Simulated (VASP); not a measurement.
## CuSi12O24 (a cell with a defect): single point with PBE+D3(BJ)

The system is CuSi12O24 (a cell with a defect).

```
CELL_PARAMETERS angstrom
-2.49205 4.31636 5.45000
4.98410 0.00000 5.45000
4.98410 8.63271 0.00000
ATOMIC_POSITIONS crystal
Si 0.10822 0.55430 0.95431
Si 0.39741 0.94726 0.03288
Si 0.99207 0.99545 0.26856
Si 0.09368 0.56359 0.45458
Si 0.38840 0.94934 0.52745
Si 0.99118 0.98923 0.76398
Si 0.58996 0.08425 0.20152
Si 0.90332 0.42340 0.28373
Si 0.50155 0.50231 0.50483
Si 0.58307 0.08411 0.69994
Si 0.92560 0.40795 0.79185
Si 0.50601 0.50924 0.02248
O 0.32104 0.45790 0.99532
O 0.17116 0.02846 0.11957
O 0.93750 0.50771 0.10652
O 0.57582 0.32086 0.15275
O 0.92588 0.18572 0.33544
O 0.55772 0.01239 0.07566
O 0.31836 0.46602 0.47043
O 0.16040 0.03061 0.60927
O 0.94070 0.50769 0.61668
O 0.57170 0.32265 0.63916
O 0.93616 0.17380 0.83539
O 0.54692 0.02467 0.56750
O 0.80750 0.96736 0.22866
O 0.67999 0.53062 0.35713
O 0.41479 0.03532 0.35098
O 0.06078 0.80229 0.39531
O 0.43496 0.70555 0.56007
O 0.06105 0.47482 0.33858
O 0.80183 0.96978 0.72509
O 0.70798 0.51184 0.88228
O 0.41560 0.04566 0.85664
O 0.06457 0.79268 0.88582
O 0.44325 0.70609 0.08148
O 0.09780 0.44998 0.83715
Cu 0.50688 0.68519 0.75327
```

```json
{"Program": "VASP 6.6.1", "Task": "single point", "Functional": "PBE", "Dispersion": "D3(BJ)", "Potentials or basis": "VASP PAW PBE potentials, release 64 (Si, O, Cu)", "Cutoff": "520 eV", "k mesh": "2 × 2 × 1", "Occupations": "gaussian, width 0.05 eV", "Spin": "collinear spin"}
```

| Quantity | Value |
| --- | --- |
| Pressure | 0.2 GPa |
| Largest force | 0.030 eV/Å |
| Net moment | 0.50 μB per cell |
| Site moments | Si -0.00, +0.00 (each value once); O +0.02, +0.00, +0.01, +0.03 (each value once); Cu +0.13 μB |
| Valence electrons inside the program's atomic spheres | Si 1.61, 1.62, 1.60, 1.63, 1.58 (each value once); O 5.21, 5.24, 5.23, 5.22, 5.20 (each value once); Cu 9.93 |
| Dispersion energy per atom | -0.149 eV |

Forces in eV/Å, atoms in the order of the input:
```
Si  -0.012 -0.006  0.006
Si   0.003 -0.018  0.005
Si   0.000  0.018 -0.006
Si  -0.015  0.005 -0.002
Si  -0.005 -0.018 -0.015
Si   0.009  0.004 -0.008
Si  -0.017  0.006 -0.024
Si   0.017  0.002  0.008
Si   0.028 -0.005  0.008
Si  -0.016  0.006 -0.001
Si   0.003 -0.002 -0.009
Si   0.003  0.014  0.018
O    0.004 -0.001 -0.004
O    0.003  0.014 -0.006
O   -0.006  0.006  0.002
O   -0.007  0.001  0.003
O    0.000 -0.017  0.010
O    0.009 -0.003 -0.005
O    0.014  0.001  0.002
O    0.001  0.022 -0.009
O    0.002  0.000  0.004
O   -0.004 -0.006 -0.003
O   -0.006 -0.010  0.000
O    0.005  0.003 -0.005
O    0.005  0.005  0.009
O   -0.013  0.015 -0.001
O   -0.018 -0.012  0.016
O   -0.008 -0.009 -0.004
O    0.003 -0.014  0.020
O    0.008 -0.010 -0.007
O    0.009 -0.002  0.003
O   -0.010  0.009 -0.008
O   -0.006  0.006 -0.001
O   -0.013 -0.002 -0.008
O    0.008 -0.009  0.000
O    0.013  0.003  0.010
Cu   0.011  0.002  0.002
```

Stress tensor (GPa, compression positive):
```
 0.81 -0.11 -0.04
-0.11 -0.35 -0.44
-0.04 -0.44  0.27
```

Levels at points of the mesh, in eV from the Fermi level:
Spin up:
```
           k point  band 99  band 100  band 101  band 102  band 103  band 104  band 105  band 106
(0.00, 0.00, 0.00)    -2.71     -2.67     -2.49     -0.43      1.67      2.38      3.05      3.32
(0.50, 0.00, 0.00)    -2.71     -2.67     -2.49     -0.06      1.93      2.38      2.76      3.01
(0.00, 0.50, 0.00)    -2.71     -2.68     -2.46     -0.07      1.80      2.49      2.81      3.15
(0.50, 0.50, 0.00)    -2.71     -2.68     -2.46      0.05      2.27      2.60      2.75      3.10
```
Spin down:
```tsv
k point	band 99	band 100	band 101	band 102	band 103	band 104
(0.00, 0.00, 0.00)	-2.64	-2.59	-2.42	-0.17	1.80	2.50
(0.50, 0.00, 0.00)	-2.64	-2.59	-2.42	0.28	1.97	2.50
(0.00, 0.50, 0.00)	-2.64	-2.61	-2.39	0.27	1.85	2.55
(0.50, 0.50, 0.00)	-2.64	-2.61	-2.39	0.41	2.35	2.72
```

It took 100 s on 1 × NVIDIA H100 80GB with 1 thread of AMD EPYC 7R13 Processor (Zen 3) (shared host), peak memory 1.8 GiB.

Caveat: the k points lie up to 0.69 Å⁻¹ apart; semilocal functionals often make such compounds metallic where correlation or magnetic order opens a gap, which also shifts bond lengths. With open d or f shells a metallic result of PBE can be an artefact of self-interaction; +U or a hybrid may open a gap.
